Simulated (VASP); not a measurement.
Set up this calculation in VASP 6.6.1, as the native input.

```
Task                   : single point
Functional             : PBE
Potentials or basis    : VASP PAW PBE potentials, release 64 (Ti_sv, Ge_d, Mo_sv)
Cutoff                 : 520 eV
k mesh                 : 4 × 4 × 4
Occupations            : gaussian, width 0.1 eV
Spin                   : collinear spin
Starting moments       : [1.0, 0.0, 0.0, 0.0, 0.0, 1.0] μB
Dipole correction      : no
Further INCAR settings : ALGO = Normal; EDIFF = 1e-06; NBANDS = 54
```

The structure of TiGe4Mo lies in POSCAR:

```
TiGe4Mo
1.0
    2.3777252000     -4.2060533000      0.0000000000
    2.3777252000      4.2060533000      0.0000000000
    0.0000000000      0.0000000000      4.7291833000
Ti Ge Mo
1 4 1
Direct
    0.5000000000      0.5000000000      0.5000000000
    0.6610500000      0.3389500000      0.0000000000
    0.1643170000      0.8356830000      0.5000000000
    0.3389500000      0.6610500000      0.0000000000
    0.8356830000      0.1643170000      0.5000000000
    0.0000000000      0.0000000000      0.0000000000
```

These files were run (other wordings do the same):

INCAR

```
ALGO = Normal ; EDIFF = 1E-6
ENCUT = 520 ; GGA = PE
ISIF = 2 ; ISMEAR = 0
ISPIN = 2 ; LASPH = T
LCHARG = T ; LELF = T
LMAXMIX = 4 ; LORBIT = 11
LREAL = F ; LVHAR = T
LWAVE = F ; MAGMOM = 1 0 0 0 0 1
NBANDS = 54 ; NELM = 150
PREC = Accurate ; SIGMA = 0.1
```

KPOINTS

```
k-points
0
Gamma
  4 4 4
```

Potentials or basis: VASP PAW PBE potentials, release 64 (Ti_sv, Ge_d, Mo_sv).

The run is started by

```sh
$ cat potpaw_PBE.64/Ti_sv/POTCAR potpaw_PBE.64/Ge_d/POTCAR potpaw_PBE.64/Mo_sv/POTCAR > POTCAR
$ mpirun -np 1 vasp_std > vasp.out
```

It gave:

- Pressure: 0.1 GPa
- Largest force: 0.063 eV/Å
- Band gap on the k mesh: zero (filled and empty bands overlap)
- Net moment: 0.00 μB per cell
- Valence electrons inside the program's atomic spheres: Ti 10.28; Ge 12.38; Mo 12.35

Caveat: the k points lie up to 0.38 Å⁻¹ apart, too coarse for converged energies and pressures of a metal.

It took 7.5 min on 1 thread of Oxide Virtual Turin-like Processor (shared host), peak memory 0.31 GiB.
